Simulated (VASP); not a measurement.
**SrTiO3: single point with PBEsol**

Crystal: SrTiO3.

```
CELL_PARAMETERS angstrom
3.89112 0.00000 0.00000
0.00000 3.89112 0.00000
0.00000 0.00000 3.77439
ATOMIC_POSITIONS crystal
Sr 0.00000 0.00000 0.00000
Ti 0.50000 0.50000 0.50000
O 0.00000 0.50000 0.50000
O 0.50000 0.00000 0.50000
O 0.50000 0.50000 0.00000
```

This cell differs from its parent crystal: strain +0.000 along x and y, -0.030 along z.

```
Program             : VASP 6.6.1
Task                : single point
Functional          : PBEsol
Potentials or basis : VASP PAW PBE potentials, release 64 (Sr_sv, Ti_sv, O)
Cutoff              : 520 eV
k mesh              : 8 × 8 × 8
Occupations         : gaussian, width 0.05 eV
Spin                : no spin polarisation
```

| Item | Value |
| --- | --- |
| Pressure | 7.1 GPa |
| Band gap on the k mesh | 1.81 eV (least direct gap 2.13 eV) |

Stress tensor (GPa, compression positive):
```
 4.05  0.00  0.00
 0.00  4.05  0.00
 0.00  0.00 13.15
```

Levels at points of the mesh, in eV from the valence-band top:
| k point | band 16 | band 17 | band 18 | band 19 | band 20 | band 21 | band 22 | band 23 | band 24 | band 25 |
| --- | --- | --- | --- | --- | --- | --- | --- | --- | --- | --- |
| (0.00, 0.00, 0.00) | -1.31 | -1.20 | -0.37 | -0.37 | -0.32 | 1.81 | 1.87 | 1.87 | 4.49 | 4.69 |
| (0.50, 0.00, 0.00) | -2.43 | -2.38 | -2.18 | -0.73 | -0.73 | 2.06 | 3.87 | 3.88 | 4.69 | 6.92 |
| (0.50, 0.50, 0.00) | -2.94 | -1.78 | -1.78 | -1.68 | -0.20 | 3.89 | 3.89 | 4.33 | 5.90 | 7.95 |
| (0.00, 0.00, 0.50) | -2.75 | -2.58 | -2.20 | -0.79 | -0.79 | 2.04 | 4.19 | 4.19 | 4.51 | 7.07 |
| (0.50, 0.00, 0.50) | -3.07 | -1.75 | -1.60 | -1.59 | -0.10 | 3.89 | 4.19 | 4.53 | 5.55 | 8.05 |
| (0.50, 0.50, 0.50) | -4.02 | -3.74 | -0.07 | 0.00 | 0.00 | 4.60 | 4.79 | 4.79 | 6.89 | 7.05 |

It took 64 s on 1 thread of Intel(R) Xeon(R) 6975P-C (Granite Rapids) (shared host), peak memory 0.25 GiB.

Caveat: the cell differs from its parent crystal (strain +0.000 along x and y, -0.030 along z); the cell stands under pressure; the PAW data sets were made with another functional, which shifts forces and pressure a little. A k mesh can miss the band edges.
